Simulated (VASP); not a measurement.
In3GaSb2N2:

```
CELL_PARAMETERS angstrom
6.65947 0.00000 0.00000
-3.32973 5.76727 0.00000
0.00000 0.00000 4.96424
ATOMIC_POSITIONS crystal
In 0.50000 0.00000 0.50000
In 0.00000 0.50000 0.50000
In 0.50000 0.50000 0.50000
Ga 0.00000 0.00000 0.00000
Sb 0.33333 0.66667 0.50000
Sb 0.66667 0.33333 0.50000
N 0.33333 0.66667 0.00000
N 0.66667 0.33333 0.00000
```

The cell was generated, and may not be a known phase.

```yaml
Program: VASP 6.6.1
Task: relaxation of cell and atoms
Functional: PBE
Potentials_or_basis: VASP PAW PBE potentials, release 64 (In_d, Ga_d, Sb, N)
Cutoff: 600 eV
k_mesh: 2 × 2 × 3
Occupations: gaussian, width 0.15 eV
Spin: no spin polarisation
```

At the start: pressure 90.9 GPa; volume 23.83 Å³/atom.

**Question.** How do energy, volume and symmetry change on relaxing?

**Answer.** Over 10 steps the energy falls by 5519.1 meV/atom and the volume is 40.76 Å³/atom (+71.0 %); space group P6/mmm (No. 191, to 0.1 Å) before and after.

The path:
```tsv
step	energy change (eV)	largest force (eV/Å)	pressure (GPa)	volume (Å³)
1	0.0000	0.0000	90.89	190.66
2	-21.1573	0.0000	-17.68	708.15
3	-42.4417	0.0000	-3.65	415.70
4	-42.5160	0.0000	-3.44	408.39
5	-42.5994	0.0000	-2.68	386.28
6	-43.9599	0.0000	-1.71	349.41
7	-44.1150	0.0000	-0.97	337.78
8	-44.1257	0.0000	-0.55	333.31
9	-44.1264	0.0000	-0.66	334.37
10	-44.1530	0.0000	-0.01	326.09
```

Final structure:
```cif
data_structure
_symmetry_space_group_name_H-M 'P 1'
_symmetry_Int_Tables_number 1
_cell_length_a 9.5807
_cell_length_b 9.5807
_cell_length_c 4.1022
_cell_angle_alpha 90.000
_cell_angle_beta 90.000
_cell_angle_gamma 120.000
_cell_volume 326.09
loop_
_atom_site_label
_atom_site_type_symbol
_atom_site_fract_x
_atom_site_fract_y
_atom_site_fract_z
_atom_site_occupancy
In1 In 0.50000 0.00000 0.50000 1
In2 In 0.00000 0.50000 0.50000 1
In3 In 0.50000 0.50000 0.50000 1
Ga1 Ga 0.00000 0.00000 0.00000 1
Sb1 Sb 0.33333 0.66667 0.50000 1
Sb2 Sb 0.66667 0.33333 0.50000 1
N1 N 0.33333 0.66667 0.00000 1
N2 N 0.66667 0.33333 0.00000 1
```

Caveat: the k points lie up to 0.51 Å⁻¹ apart in the final cell; the volume moved by over 15 % at a fixed basis, so the end points are rough.
